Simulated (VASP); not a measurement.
A run of VASP 6.6.1 is set up as follows.

File INCAR:

```
SYSTEM = SnO2
  PREC = Accurate
  ENCUT = 520
  EDIFF = 1E-6
  ISMEAR = 1
  SIGMA = 0.05
  LREAL = .False.
  LASPH = .True.
  NELM = 80
  ALGO = Normal
  ISIF = 2
  LWAVE = .False.
  LCHARG = .False.
  GGA = PS
  NBANDS = 35
```

Contents of KPOINTS:

```
Automatic mesh
0
Gamma
  6 6 8
  0 0 0
```

File POSCAR:

```
SnO2
1.0
    4.7380000000      0.0000000000      0.0000000000
    0.0000000000      4.7380000000      0.0000000000
    0.0000000000      0.0000000000      3.1865000000
Sn O
2 4
Direct
    0.0000000000      0.0000000000      0.0000000000
    0.5000000000      0.5000000000      0.5000000000
    0.3071000000      0.3071000000      0.0000000000
    0.1929000000      0.8071000000      0.5000000000
    0.6929000000      0.6929000000      0.0000000000
    0.8071000000      0.1929000000      0.5000000000
```

Potentials or basis: VASP PAW PBE potentials, release 64 (Sn_d, O).

Run with:

```sh
$ cat potpaw_PBE.64/Sn_d/POTCAR potpaw_PBE.64/O/POTCAR > POTCAR
$ mpirun -np 1 vasp_std > vasp.out
```

Estimate the band gap on the k mesh.

1.18 eV.

What does it give for the pressure?

5.4 GPa.

Estimate the largest force.

0.229 eV/Å.

Forces on the atoms (eV/Å):
```
Sn   0.000  0.000  0.000
Sn   0.000  0.000  0.000
O   -0.162 -0.162  0.000
O    0.162 -0.162  0.000
O    0.162  0.162  0.000
O   -0.162  0.162  0.000
```

Caveat: the cell stands under pressure; the PAW data sets were made with another functional, which shifts forces and pressure a little; spin-orbit coupling is left out, which moves the levels of the heavy elements. Expect the measured gap to be larger: semilocal functionals such as PBEsol lack the derivative discontinuity.
